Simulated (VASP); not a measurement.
Wanted: the native input for a VASP 6.6.1 run.

```
Task                   : single point
Functional             : PBEsol
Potentials or basis    : VASP PAW PBE potentials, release 64 (Pd)
Cutoff                 : 520 eV
k mesh                 : 24 × 24 × 24
Occupations            : methfessel-paxton, width 0.1 eV
Spin                   : no spin polarisation
Dipole correction      : no
Further INCAR settings : ALGO = Normal; EDIFF = 1e-07; NBANDS = 11
```

The structure of Pd lies in POSCAR:

```
Pd
1.0
    0.0000000000      1.9372735470      1.9372735470
    1.9372735470      0.0000000000      1.9372735470
    1.9372735470      1.9372735470      0.0000000000
Pd
1
Direct
    0.0000000000      0.0000000000      0.0000000000
```

These files were run (other wordings do the same):

INCAR

```
SYSTEM = Pd
PREC = Accurate
ENCUT = 520
EDIFF = 1E-7
ISMEAR = 1
SIGMA = 0.1
LREAL = .False.
LASPH = .True.
NELM = 100
ALGO = Normal
ISIF = 2
LWAVE = .False.
LCHARG = .False.
GGA = PS
NBANDS = 11
```

KPOINTS

```
Automatic mesh
0
Gamma
  24 24 24
  0 0 0
```

Potentials or basis: VASP PAW PBE potentials, release 64 (Pd).

Run with:

```console
$ cat potpaw_PBE.64/Pd/POTCAR > POTCAR
$ mpirun -np 1 vasp_std > vasp.out
```

Results of the run:

| Quantity | Value |
| --- | --- |
| Pressure | -0.3 GPa |
| Band gap on the k mesh | zero (bands 5 and 6 overlap by 1.62 eV) |

Caveat: the PAW data sets were made with another functional, which shifts forces and pressure a little.

It took 55 s on 1 thread of Intel(R) Xeon(R) Platinum 8259CL CPU @ 2.50GHz (Skylake/Cascade Lake) (shared host), peak memory 0.17 GiB.
